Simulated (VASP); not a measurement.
# PbS: single point with PBE+D3(BJ)

PbS:

```
Pb S
1.0
     0.00000    2.93535    2.96500
     2.96500    0.00000    2.96500
     2.96500    2.93535    0.00000
Pb S
1 1
Direct
  0.00000 0.00000 0.00000
  0.50000 0.50000 0.50000
```

This cell differs from its parent crystal: strain -0.0100 x Voigt [0, 1, 0, 0, 0, 0].

```json
{
  "Program": "VASP 6.6.1",
  "Task": "single point",
  "Functional": "PBE",
  "Dispersion": "D3(BJ)",
  "Potentials or basis": "VASP PAW PBE potentials, release 64 (Pb_d, S)",
  "Cutoff": "520 eV",
  "k mesh": "10 × 10 × 10",
  "Occupations": "gaussian, width 0.03 eV",
  "Spin": "no spin polarisation",
  "Dipole correction": "no",
  "Further INCAR settings": "ALGO = Normal; EDIFF = 1e-07; NBANDS = 17"
}
```

* Pressure: 0.7 GPa
* Band gap on the k mesh: 0.32 eV, direct
* Dispersion energy per atom: -0.351 eV

Stress tensor (GPa, compression positive):
```
0.20 0.00 0.00
0.00 1.61 0.00
0.00 0.00 0.20
```

Levels at points of the mesh, in eV from the valence-band top:
| k point | band 6 | band 7 | band 8 | band 9 | band 10 | band 11 | band 12 | band 13 | band 14 | band 15 |
| --- | --- | --- | --- | --- | --- | --- | --- | --- | --- | --- |
| (0.00, 0.00, 0.00) | -13.71 | -6.03 | -2.30 | -2.22 | -2.22 | 5.15 | 5.15 | 5.39 | 6.67 | 6.67 |
| (0.50, 0.00, 0.00) | -12.44 | -8.93 | -1.85 | -1.83 | 0.00 | 0.32 | 1.89 | 1.96 | 8.66 | 10.06 |
| (0.50, 0.50, 0.00) | -12.01 | -7.22 | -5.30 | -3.57 | -3.47 | 3.81 | 5.56 | 5.62 | 5.84 | 11.16 |
| (0.50, 0.00, 0.50) | -11.95 | -7.27 | -5.32 | -3.54 | -3.54 | 3.77 | 5.67 | 5.67 | 5.68 | 11.16 |

Wall time 72 s on 1 thread of Intel(R) Xeon(R) Platinum 8259CL CPU @ 2.50GHz (Skylake/Cascade Lake), on a shared host, peak memory 0.24 GiB.

Caveat: the cell differs from its parent crystal (strain -0.0100 x Voigt [0, 1, 0, 0, 0, 0]); spin-orbit coupling is left out, which moves the levels of the heavy elements. A k mesh can miss the band edges.
